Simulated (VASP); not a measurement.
Write the native input for VASP 6.6.1 that does the following.

| Item | Value |
| --- | --- |
| Task | single point |
| Functional | PBEsol |
| Potentials or basis | VASP PAW PBE potentials, release 64 (Au) |
| Cutoff | 520 eV |
| k mesh | 14 × 14 × 8 |
| Occupations | gaussian, width 0.15 eV |
| Spin | no spin polarisation |
| Dipole correction | no |
| Further INCAR settings | ALGO = Fast; EDIFF = 1e-06; NBANDS = 18 |

The structure of Au lies in POSCAR:

```
Au
1.0
    1.4100150320     -2.5170030990      0.0000000000
    1.4100150320      2.5170030990      0.0000000000
    0.0000000000      0.0000000000      4.8006775515
Au
2
Direct
    0.6638639426      0.3361360574      0.2500000000
    0.3361360574      0.6638639426      0.7500000000
```

These files were run (other wordings do the same):

INCAR

```
SYSTEM = Au
PREC     = Accurate       ! precision mode
ENCUT    = 520            ! plane-wave cutoff, eV
EDIFF    = 1E-6           ! SCF threshold, eV
ISMEAR   = 0              ! smearing method
SIGMA    = 0.15           ! smearing width, eV
LREAL    = .FALSE.        ! projectors in reciprocal space
LASPH    = .TRUE.         ! aspherical terms in the spheres
NELM     = 60             ! most SCF steps
ALGO     = Fast           ! electronic algorithm
ISIF     = 2              ! what is computed and relaxed
LWAVE    = .FALSE.        ! write WAVECAR
LCHARG   = .FALSE.        ! write CHGCAR
GGA      = PS             ! functional
NBANDS   = 18             ! bands
```

KPOINTS

```
Automatic mesh
0
G
  14 14 8
  0 0 0
```

Potentials or basis: VASP PAW PBE potentials, release 64 (Au).

Command:

```bash
$ cat potpaw_PBE.64/Au/POTCAR > POTCAR
$ mpirun -np 1 vasp_std > vasp.out
```

Results of the run:

* Pressure: -0.2 GPa
* Band gap on the k mesh: zero (bands 11 and 12 overlap by 6.49 eV)

Caveat: the PAW data sets were made with another functional, which shifts forces and pressure a little; spin-orbit coupling is left out, which moves the levels of the heavy elements.

Run time: 2.3 min on 1 thread of Intel Xeon 8259CL (shared host), peak memory 0.27 GiB.
